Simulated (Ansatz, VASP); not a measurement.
## Two plane-wave programs on Rb

INCAR

```
SYSTEM = Rb
  ALGO = Normal
  EDIFF = 1E-7
  ENCUT = 520
  GGA = CA
  ISIF = 2
  ISMEAR = -1
  LASPH = .True.
  LCHARG = .True.
  LELF = .True.
  LREAL = .False.
  LVHAR = .True.
  LWAVE = .False.
  NBANDS = 10
  NELM = 100
  PREC = Accurate
  SIGMA = 0.1
```

Contents of KPOINTS:

```
k-points
0
Gamma
  8 8 8
  0 0 0
```

POSCAR

```
Rb
1.0
    4.4526168540      0.0000000000      0.0000000000
    0.0000000000      4.4526168540      0.0000000000
    0.0000000000      0.0000000000      4.4526168540
Rb
1
Direct
    0.0000000000      0.0000000000      0.0000000000
```

Input for Ansatz:

```yaml
crystal:
  lattice:
    - [4.452616854, 0.0, 0.0]
    - [0.0, 4.452616854, 0.0]
    - [0.0, 0.0, 4.452616854]
  atoms:
    - { symbol: Rb, position: [0.0, 0.0, 0.0] }
hamiltonian:
  xc: lda
  pseudopotentials:
    kind: paw
    azcp:
      Rb: "pseudopotentials/Rb.paw.azcp"
basis:
  ecutwfc: 420
  fft_grid_basis: typed
kpoints:
  mp_grid: { grid: [8, 8, 8], shift: [0, 0, 0] }
magnetization:
  spin_polarized: false
scf:
  occupations: { method: fermi_dirac, width: 0.1 }
  lower_state_search: "off"
output:
  stress: true
  write_density: true
  write_potential: true
  elf: true
  volumetric_format: npy
```

Alike in both runs: task single point; functional LDA; k mesh 8 × 8 × 8; occupations fermi-dirac, width 0.1 eV; no spin polarisation.

|  | VASP | Ansatz |
| --- | --- | --- |
| version | VASP 6.6.1 | Ansatz 0.2.0 |
| potentials or method | VASP PAW LDA potentials, release 64 (Rb_sv), cutoff 520 eV | plane waves (420 eV) with PAW, scalar-relativistic |
| valence electrons in the cell | 9 | 9 |

```tsv
	VASP	Ansatz	Ansatz less VASP
pressure (GPa)	-0.1	-0.1	0.00
```

Ansatz warns that its potentials were made for another functional, while VASP's fit it. LDA's correlation is that of Perdew and Zunger in VASP and of Perdew and Wang (1992) in Ansatz.
